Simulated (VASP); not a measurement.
**SnTe: relaxation of cell and atoms with PBE**

SnTe:

```
Sn Te
1.0
     4.77166    0.00000    0.00000
    -2.38583    4.13238    0.00000
     0.00000    0.00000    5.96426
Sn Te
2 2
Cartesian
  0.0000 2.7549 1.4911
  2.3858 1.3775 4.4732
  2.3858 1.3775 1.4911
  0.0000 2.7549 4.4732
```

| Item | Value |
| --- | --- |
| Program | VASP 6.6.1 |
| Task | relaxation of cell and atoms |
| Functional | PBE |
| Potentials or basis | VASP PAW PBE potentials, release 64 (Sn_d, Te) |
| Cutoff | 600 eV |
| k mesh | 6 × 6 × 4 |
| Occupations | fermi-dirac, width 0.02 eV |
| Spin | no spin polarisation |
| Dipole correction | no |
| Further INCAR settings | ALGO = Normal; EDIFF = 1e-07; IBRION = 2; EDIFFG = -0.005; NSW = 80; ISIF = 3 |

```json
{
  "Relaxed volume": "41.19 Å³/atom",
  "Relaxed cell": "a = 5.422 Å, b = 5.422 Å, c = 6.473 Å, α = 90.00°, β = 90.00°, γ = 120.00°",
  "Space group after relaxing (to 0.1 Å)": "P6_3/mmc (No. 194)",
  "Energy gained by relaxing": "580.4 meV/atom",
  "Ionic steps": "7",
  "Pressure after relaxing": "0.0 GPa",
  "Band gap on the k mesh": "0.48 eV"
}
```

Step by step:
```
step  energy change (eV)  largest force (eV/Å)  pressure (GPa)  volume (Å³)
   1              0.0000                0.0000           19.68       117.60
   2             -2.0236                0.0000           -3.14       190.04
   3             -2.3197                0.0000            0.19       163.81
   4             -2.3199                0.0000            0.00       164.83
   5             -2.3213                0.0000           -0.09       165.24
   6             -2.3213                0.0000           -0.08       165.23
   7             -2.3215                0.0000            0.00       164.76
```

Final structure:
```xyz
4
Lattice="5.4216 0.0000 0.0000 -2.7108 4.6952 0.0000 0.0000 0.0000 6.4725" Properties=species:S:1:pos:R:3 pbc="T T T"
Sn    0.0000    3.1302    1.6181
Sn    2.7108    1.5651    4.8544
Te    2.7108    1.5651    1.6181
Te    0.0000    3.1302    4.8544
```

Levels at points of the mesh, in eV from the valence-band top:
| k point | band 18 | band 19 | band 20 | band 21 | band 22 | band 23 |
| --- | --- | --- | --- | --- | --- | --- |
| (0.00, 0.00, 0.00) | -2.02 | -2.02 | -1.97 | 0.60 | 0.60 | 2.22 |
| (0.50, 0.00, 0.00) | -2.41 | -2.36 | -0.67 | 1.74 | 2.78 | 3.07 |
| (0.00, 0.00, 0.50) | -2.76 | -1.59 | -1.59 | 1.12 | 1.12 | 1.12 |
| (0.50, 0.00, 0.50) | -1.99 | -0.85 | -0.85 | 0.62 | 0.62 | 2.28 |

Run time: 6.3 min on 1 thread of Intel(R) Xeon(R) 6975P-C (Granite Rapids), on a shared host, peak memory 0.31 GiB.

Caveat: the volume moved by over 15 % at a fixed basis, so the end points are rough; spin-orbit coupling is left out, which moves the levels of the heavy elements. A k mesh can miss the band edges.
